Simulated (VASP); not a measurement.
# Fe (P6_3/mmc) in VASP: single point with PBE

Aim: the single point of Fe with PBE.

Program: VASP 6.6.1. These are calculated values, not measurements. Logs are shortened: lines on timing, memory, paths and dates and some standing lists are left out, and cuts for length are marked.

## 1. The cell of the first run

The structure is hexagonal, space group P6_3/mmc (No. 194). The conventional cell has a = 2.435 Å, b = 2.435 Å, c = 7.873 Å, α = 90.00°, β = 90.00°, γ = 120.00°. Fe (site symmetry -3m) has 12 Fe at 2.42 to 2.44 Å within 3.2 Å. Within 3.2 Å of Fe (site symmetry -6m2) lie 12 Fe at 2.42 to 2.44 Å.

This isn't the form of Fe at room conditions, which is bcc.

## 2. Single point, PBE, collinear spin, ferromagnetic start (10.11 Å³/atom)

The input, POSCAR:

```
Fe
1.0
    2.4353166527      0.0000000000      0.0000000000
   -1.2176583264      2.1090460875      0.0000000000
    0.0000000000      0.0000000000      7.8729481826
Fe
4
Direct
    0.0000000000      0.0000000000      0.0000000000
    0.0000000000      0.0000000000      0.5000000000
    0.3333333333      0.6666666667      0.2500000000
    0.6666666667      0.3333333333      0.7500000000
```

The input, INCAR.step1:

```
PREC = Accurate
ENCUT = 520
EDIFF = 1E-6
ISMEAR = -1
SIGMA = 0.08
LREAL = False
LASPH = True
NELM = 150
ALGO = Normal
ISIF = 2
LWAVE = False
LCHARG = True
ISPIN = 2
MAGMOM = 2.5 2.5 2.5 2.5
LMAXMIX = 4
GGA = PE
NBANDS = 28
```

The input, KPOINTS.step1:

```
Automatic mesh
0
Gamma
  15 15 4
```

The input, INCAR.step2:

```
PREC = Accurate
ENCUT = 520
EDIFF = 1E-6
ISMEAR = -5
SIGMA = 0.08
LREAL = False
LASPH = True
NELM = 150
ALGO = Normal
ISIF = 2
LWAVE = False
LCHARG = False
ISPIN = 2
MAGMOM = 2.5 2.5 2.5 2.5
LORBIT = 10
LMAXMIX = 4
GGA = PE
NBANDS = 28
NEDOS = 2001
ICHARG = 11
```

The input, KPOINTS.step2:

```
Automatic mesh
0
Gamma
  23 23 6
```

Potentials or basis: VASP PAW PBE potentials, release 64 (Fe).

The run is started by

```sh
> cat potpaw_PBE.64/Fe/POTCAR > POTCAR
> cp INCAR.step1 INCAR
> cp KPOINTS.step1 KPOINTS
> mpirun -np 1 vasp_std > vasp.out
> cp INCAR.step2 INCAR
> cp KPOINTS.step2 KPOINTS
> mpirun -np 1 vasp_std > vasp.out
```

OUTCAR:

```text
PREC = Accurate
   ENCUT = 520
   EDIFF = 1E-6
   ISMEAR = -5
   LREAL = False
   LASPH = True
   NELM = 150
   ISIF = 2
   ISPIN = 2
   LORBIT = 10
   GGA = PE
   ICHARG = 11

 ion  position               nearest neighbor table
   1  0.000  0.000  0.000-   3 2.42   4 2.42   4 2.42   3 2.42   4 2.42   3 2.42
   2  0.000  0.000  0.500-   3 2.42   4 2.42   4 2.42   3 2.42   4 2.42   3 2.42
   3  0.333  0.667  0.250-   1 2.42   2 2.42   1 2.42   2 2.42   1 2.42   2 2.42
   4  0.667  0.333  0.750-   1 2.42   2 2.42   1 2.42   2 2.42   1 2.42   2 2.42

  LATTYP: Found a hexagonal cell.
 ALAT       =     2.4353166527
 C/A-ratio  =     3.2328232035

  Lattice vectors:

 A1 = (   2.4353166527,   0.0000000000,   0.0000000000)
 A2 = (  -1.2176583264,   2.1090460875,   0.0000000000)
 A3 = (   0.0000000000,   0.0000000000,   7.8729481826)

Analysis of symmetry for initial positions (statically):
=====================================================================
 Subroutine PRICEL returns:
 Original cell was already a primitive cell.

 Routine SETGRP: Setting up the symmetry group for a
 hexagonal supercell.

 Subroutine GETGRP returns: Found 24 space group operations
 (whereof 12 operations were pure point group operations)
 out of a pool of 24 trial point group operations.

The static configuration has the point symmetry D_3d.
 The point group associated with its full space group is D_6h.

Analysis of symmetry for dynamics (positions and initial velocities):
=====================================================================
 Subroutine PRICEL returns:
 Original cell was already a primitive cell.

 Routine SETGRP: Setting up the symmetry group for a
 hexagonal supercell.

 Subroutine GETGRP returns: Found 24 space group operations
 (whereof 12 operations were pure point group operations)
 out of a pool of 24 trial point group operations.

The dynamic configuration has the point symmetry D_3d.
 The point group associated with its full space group is D_6h.

Analysis of structural, dynamic, and magnetic symmetry:
=====================================================================
 Subroutine PRICEL returns:
 Original cell was already a primitive cell.

 Routine SETGRP: Setting up the symmetry group for a
 hexagonal supercell.

 Subroutine GETGRP returns: Found 24 space group operations
 (whereof 12 operations were pure point group operations)
 out of a pool of 24 trial point group operations.

The overall configuration has the point symmetry D_3d.
 The point group associated with its full space group is D_6h.

 Subroutine INISYM returns: Found 24 space group operations
 (whereof 12 operations are pure point group operations),
 and found     1 'primitive' translations

----------------------------------------------------------------------------------------

                                     Primitive cell

  volume of cell :      40.4370

  direct lattice vectors                    reciprocal lattice vectors
     2.435316653  0.000000000  0.000000000     0.410624220  0.237074004  0.000000000
    -1.217658326  2.109046087  0.000000000     0.000000000  0.474148007  0.000000000
     0.000000000  0.000000000  7.872948183     0.000000000  0.000000000  0.127017221

  length of vectors
     2.435316653  2.435316653  7.872948183     0.474148007  0.474148007  0.127017221

  position of ions in fractional coordinates (direct lattice)
     0.000000000  0.000000000  0.000000000
     0.000000000  0.000000000  0.500000000
     0.333333333  0.666666667  0.250000000
     0.666666667  0.333333333  0.750000000

  ion indices of the primitive-cell ions
   primitive index   ion index
                 1           1
                 2           2
                 3           3
                 4           4

----------------------------------------------------------------------------------------

 KPOINTS: Automatic mesh

Automatic generation of k-mesh.
 Grid dimensions read from file:
 generate k-points for:   23   23    6

 Generating k-lattice:

  Cartesian coordinates                     Fractional coordinates (reciprocal lattice)
     0.017853227  0.010307565  0.000000000     0.043478261  0.000000000  0.000000000
     0.000000000  0.020615131  0.000000000     0.000000000  0.043478261  0.000000000
     0.000000000  0.000000000  0.021169537     0.000000000  0.000000000  0.166666667

  Length of vectors
     0.020615131  0.020615131  0.021169537

  Shift w.r.t. Gamma in fractional coordinates (k-lattice)
     0.000000000  0.000000000  0.000000000

 TETIRR: Found   3243 inequivalent tetrahedra from    19044

 Subroutine IBZKPT returns following result:
 ===========================================

 Found    224 irreducible k-points:

 Following reciprocal coordinates:
            Coordinates               Weight
  0.000000  0.000000  0.000000      1.000000
  0.043478 -0.000000  0.000000      6.000000
  0.086957  0.000000  0.000000      6.000000
  0.130435  0.000000  0.000000      6.000000
  0.173913  0.000000  0.000000      6.000000
  0.217391 -0.000000  0.000000      6.000000
[... 16 lines left out ...]
  0.478261  0.043478  0.000000      6.000000
  0.086957  0.086957  0.000000      6.000000
 [... further k-points ...]
   k-points           NKPTS =    224   k-points in BZ     NKDIM =    224   number of bands    NBANDS=     28
   number of dos      NEDOS =   2001   number of ions     NIONS =      4
   total plane-waves  NPLWV =  19440
   dimension x,y,z NGX =    18 NGY =   18 NGZ =   60
   dimension x,y,z NGXF=    36 NGYF=   36 NGZF=  120
   ions per type =               4
   NGX,Y,Z   is equivalent  to a cutoff of  12.29, 12.29, 12.67 a.u.
   NGXF,Y,Z  is equivalent  to a cutoff of  24.58, 24.58, 25.34 a.u.
 SYSTEM =  unknown system
   PREC   = accura    normal or accurate (medium, high low for compatibility)
   ISTART =      0    job   : 0-new  1-cont  2-samecut
   ICHARG =     11    charge: 1-file 2-atom 10-const
   ISPIN  =      2    spin polarized calculation?
   LNONCOLLINEAR =      F non collinear calculations
   LSORBIT =      F    spin-orbit coupling
   LASPH  =      T    aspherical Exc in radial PAW
   ENCUT  =  520.0 eV  38.22 Ry    6.18 a.u.   4.53  4.53 14.64*2*pi/ulx,y,z
   NELM   =    150;   NELMIN=  2; NELMDL=  0     # of ELM steps
   EDIFF  = 0.1E-05   stopping-criterion for ELM
   LREAL  =      F    real-space projection
   EDIFFG = 0.1E-04   stopping-criterion for IOM
   NSW    =      0    number of steps for IOM
   IBRION =     -1    ionic relax: 0-MD 1-quasi-New 2-CG
   NFREE  =      0    steps in history (QN), initial steepest desc. (CG)
   ISIF   =      2    stress and relaxation
   ISYM   =      2    0-nonsym 1-usesym 2-fastsym
   POTIM  = 0.5000    time-step for ionic-motion
   TEBEG  =    0.0;   TEEND  =   0.0 temperature during run
   PSTRESS=    0.0 pullay stress
   NELECT =      32.0000    total number of electrons
   NUPDOWN=      -1.0000    fix difference up-down
   EMIN   =  10.00;   EMAX   =-10.00  energy-range for DOS
   EFERMI =   0.00;   METHOD = LEGACY
   ISMEAR =    -5;   SIGMA  =   0.08  broadening in eV -4-tet -1-fermi 0-gaus
   EFERMI_NEDOS =   21; number of points for ismear=-14 and -15
   IALGO  =     38    algorithm
   IMIX   =      4    mixing-type and parameters
     AMIX     =   0.40;   BMIX     =  1.00
     AMIX_MAG =   1.60;   BMIX_MAG =  1.00
  volume/ion in A,a.u.               =      10.11        68.22
  Fermi-wavevector in a.u.,A,eV,Ry     =   1.514253  2.861524 31.197656  2.292963
  Thomas-Fermi vector in A             =   2.623936
   LORBIT       =     10    0 simple, 1 ext, 2 COOP (PROOUT), +10 PAW based schemes
   GGA     = PE    functional components
   LHFCALC =     F    Hartree Fock is set to
   AEXX    =    0.0000 exact exchange contribution
   IVDW    =     0    specifies the selected vdW correction
   LEPSILON=     F    determine dielectric tensor
   LRPA    =     F    only Hartree local field effects (RPA)
 spin polarized calculation
 Fermi weights with tetrahedron method with Bloechl corrections
  energy-cutoff  :      520.00
  volume of cell :       40.44
 maximum number of plane-waves:      1112
 NGX is ok and might be reduce to    18

 number of electron      32.0000042 magnetization       1.1739811

 Free energy of the ion-electron system (eV)
  ---------------------------------------------------
  ext. energy  EPLUGINS =         0.00000000
  ---------------------------------------------------
  free energy    TOTEN  =       -32.40769865 eV

  energy without entropy =      -32.40769865  energy(sigma->0) =      -32.40769865

 E-fermi :   7.0286     XC(G=0): -13.8355

 val. band max:        7.1376681110   @ k =   0.4348   0.0000   0.0000
 cond. band min:       6.9929094024   @ k =   0.2609   0.2174   0.1667
 fundamental gap:     -0.1447587086
 Fermi energy:         7.0286131791

 spin component 1

 k-point     1 :       0.0000    0.0000    0.0000
  band No.  band energies     occupation
      1      -1.9785      1.00000
      2       0.3702      1.00000
      3       0.4323      1.00000
      4       1.9693      1.00000
      5       4.5833      1.00000
      6       4.8753      1.00000
[... 20 lines left out ...]
     27      23.7335      0.00000
[... 691 lines left out ...]
      6       4.4896      1.00000
[... 20 lines left out ...]
     27      24.2380      0.00000
     28      26.1680      0.00000

 [... further k-points ...]

 spin component 2

 k-point     1 :       0.0000    0.0000    0.0000
  band No.  band energies     occupation
      1      -1.9459      1.00000
      2       0.4193      1.00000
      3       0.4691      1.00000
      4       2.0946      1.00000
      5       4.7837      1.00000
      6       5.0173      1.00000
[... 20 lines left out ...]
     27      23.7887      0.00000
[... 691 lines left out ...]
      6       4.5749      1.00000
[... 20 lines left out ...]
     27      24.3107      0.00000
     28      26.2338      0.00000

 [... further k-points ...]

------------------------ aborting loop because EDIFF is reached ----------------------------------------

  FORCE on cell =-STRESS in cart. coord.  units (eV):
  Direction    XX          YY          ZZ          XY          YZ          ZX
  --------------------------------------------------------------------------------------
  -------------------------------------------------------------------------------------
  Total        0.6638860      0.6638860      0.6044691     -0.0000000      0.0000000      0.0000000
  in kB       26.3042038     26.3042038     23.9500166     -0.0000000      0.0000000      0.0000000
  external PRESSURE =      25.5194748 kB  Pullay stress =       0.0000000 kB

 VOLUME and BASIS-vectors are now :
 -----------------------------------------------------------------------------
  energy-cutoff  :      520.00
  volume of cell :       40.44
      direct lattice vectors                 reciprocal lattice vectors
     2.435316653  0.000000000  0.000000000     0.410624220  0.237074004  0.000000000
    -1.217658326  2.109046087  0.000000000     0.000000000  0.474148007  0.000000000
     0.000000000  0.000000000  7.872948183     0.000000000  0.000000000  0.127017221

 POSITION                                       TOTAL-FORCE (eV/Angst)
 -----------------------------------------------------------------------------------
      0.00000      0.00000      0.00000        -0.000000      0.000000      0.000000
      0.00000      0.00000      3.93647        -0.000000      0.000000      0.000000
     -0.00000      1.40603      1.96824        -0.000000      0.000000      0.000000
      1.21766      0.70302      5.90471         0.000000     -0.000000      0.000000
 -----------------------------------------------------------------------------------
    total drift:                               -0.000000      0.000000      0.000000

  FREE ENERGIE OF THE ION-ELECTRON SYSTEM (eV)
  ---------------------------------------------------
  free  energy   TOTEN  =       -32.4076986470 eV

  energy  without entropy=      -32.4076986470  energy(sigma->0) =      -32.40769865

 total charge

# of ion       s       p       d       tot
------------------------------------------
    1        0.543   0.645   6.348   7.536
    2        0.543   0.645   6.348   7.536
    3        0.542   0.649   6.334   7.525
    4        0.542   0.649   6.334   7.525
--------------------------------------------------
tot          2.169   2.589  25.364  30.122

 magnetization (x)

# of ion       s       p       d       tot
------------------------------------------
    1       -0.004  -0.010  -0.126  -0.140
    2       -0.004  -0.010  -0.126  -0.140
    3       -0.000  -0.001   0.750   0.748
    4       -0.000  -0.001   0.750   0.748
--------------------------------------------------
tot         -0.009  -0.023   1.247   1.215
```

Wall time 15 min (1 thread of Intel Xeon 8259CL, shared host); peak memory 0.43 GiB.

Results:

| Item | Value |
| --- | --- |
| Net moment | 1.17 μB per cell |
| Site moments | Fe -0.14, +0.75 (each value once) μB |
| Valence electrons inside the program's atomic spheres | Fe 7.54, 7.53 (each value once) |

Caveat: tetrahedron occupations give inexact forces and stress in metals.
